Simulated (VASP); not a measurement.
Wanted: the native input for a VASP 6.6.1 run.

```yaml
Task: relaxation of cell and atoms
Functional: PBE
Potentials_or_basis: VASP PAW PBE potentials, release 64 (Mg, Cd, S, O)
Cutoff: 600 eV
k_mesh: 4 × 4 × 4
Occupations: gaussian, width 0.1 eV
Spin: no spin polarisation
Dipole_correction: no
Further_INCAR_settings: ALGO = Normal; EDIFF = 1e-06; IBRION = 2; EDIFFG = -0.04; NSW = 90; ISIF = 3
```

The structure of MgCd2SO2 lies in POSCAR:

```
MgCd2SO2
1.0
    4.2087846600      0.0000000000      0.0000000000
    0.0000000000      4.2087846600      0.0000000000
    0.0000000000      0.0000000000      5.4158425100
Mg Cd S O
1 2 1 2
Direct
    0.0000000000      0.0000000000      0.5000000000
    0.5000000000      0.5000000000      0.7223759900
    0.5000000000      0.5000000000      0.2776240100
    0.0000000000      0.0000000000      0.0000000000
    0.5000000000      0.0000000000      0.0000000000
    0.0000000000      0.5000000000      0.0000000000
```

The input as run:

INCAR

```
ALGO = Normal
EDIFF = 1E-6
EDIFFG = -0.04
ENCUT = 600
GGA = PE
IBRION = 2
ISIF = 3
ISMEAR = 0
LASPH = True
LCHARG = False
LREAL = False
LWAVE = False
NELM = 80
NSW = 90
PREC = Accurate
SIGMA = 0.1
```

KPOINTS

```
k-points
0
Gamma
  4 4 4
```

Potentials or basis: VASP PAW PBE potentials, release 64 (Mg, Cd, S, O).

Launch:

```bash
$ cat potpaw_PBE.64/Mg/POTCAR potpaw_PBE.64/Cd/POTCAR potpaw_PBE.64/S/POTCAR potpaw_PBE.64/O/POTCAR > POTCAR
$ mpirun -np 1 vasp_std > vasp.out
```

Results of the run:

* Relaxed volume: 16.65 Å³/atom
* Relaxed cell: a = 4.281 Å, b = 4.281 Å, c = 5.449 Å, α = 90.00°, β = 90.00°, γ = 90.00°
* Space group after relaxing (to 0.05 Å): P4/mmm (No. 123)
* Energy gained by relaxing: 68.7 meV/atom
* Ionic steps: 7
* Pressure after relaxing: -0.1 GPa
* Largest force after relaxing: 0.004 eV/Å
* Band gap on the k mesh: zero (band 22 reaches 4.73 eV, above the bottom of band 23 at 2.19 eV)

Caveat: the k points lie up to 0.37 Å⁻¹ apart in the final cell.

Wall time 100 s on 1 thread of AMD EPYC 9R45 96-Core Processor (Zen 5), with other jobs on the host, peak memory 0.25 GiB.
